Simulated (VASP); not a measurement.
Write the native input for VASP 6.6.1 that does the following.

| Item | Value |
| --- | --- |
| Task | relaxation of cell and atoms |
| Functional | PBEsol |
| Potentials or basis | VASP PAW PBE potentials, release 64 (Sc_sv, Hg) |
| Cutoff | 600 eV |
| k mesh | 7 × 7 × 7 |
| Occupations | methfessel-paxton, width 0.05 eV |
| Spin | no spin polarisation |
| Dipole correction | no |
| Further INCAR settings | ALGO = Normal; EDIFF = 1e-07; IBRION = 2; EDIFFG = -0.01; NSW = 60; ISIF = 3 |

The structure of ScHg lies in POSCAR:

```
ScHg
1.0
    3.4800000000      0.0000000000      0.0000000000
    0.0000000000      3.4800000000      0.0000000000
    0.0000000000      0.0000000000      3.4800000000
Sc Hg
1 1
Direct
    0.0000000000      0.0000000000      0.0000000000
    0.5000000000      0.5000000000      0.5000000000
```

The input as run:

INCAR

```
ALGO     = Normal         # electronic algorithm
EDIFF    = 1E-7           # SCF threshold, eV
EDIFFG   = -0.01          # ionic threshold
ENCUT    = 600            # plane-wave cutoff, eV
GGA      = PS             # functional
IBRION   = 2              # ionic algorithm
ISIF     = 3              # what is computed and relaxed
ISMEAR   = 1              # smearing method
LASPH    = T              # aspherical terms in the spheres
LCHARG   = F              # write CHGCAR
LREAL    = F              # projectors in reciprocal space
LWAVE    = F              # write WAVECAR
NELM     = 100            # most SCF steps
NSW      = 60             # ionic steps
PREC     = Accurate       # precision mode
SIGMA    = 0.05           # smearing width, eV
```

KPOINTS

```
k-points
0
Gamma
  7 7 7
```

Potentials or basis: VASP PAW PBE potentials, release 64 (Sc_sv, Hg).

Launch:

```bash
$ cat potpaw_PBE.64/Sc_sv/POTCAR potpaw_PBE.64/Hg/POTCAR > POTCAR
$ mpirun -np 1 vasp_std > vasp.out
```

It gave:

```
Relaxed volume                         : 20.87 Å³/atom
Relaxed cell                           : a = 3.469 Å, b = 3.469 Å, c = 3.469 Å, α = 90.00°, β = 90.00°, γ = 90.00°
Space group after relaxing (to 0.05 Å) : Pm-3m (No. 221)
Energy gained by relaxing              : 0.5 meV/atom
Ionic steps                            : 3
Pressure after relaxing                : 0.0 GPa
```

Caveat: the PAW data sets were made with another functional, which shifts forces and pressure a little.

Wall time 18 s on 1 thread of AMD EPYC 9R45 (Zen 5), on a shared host, peak memory 0.14 GiB.
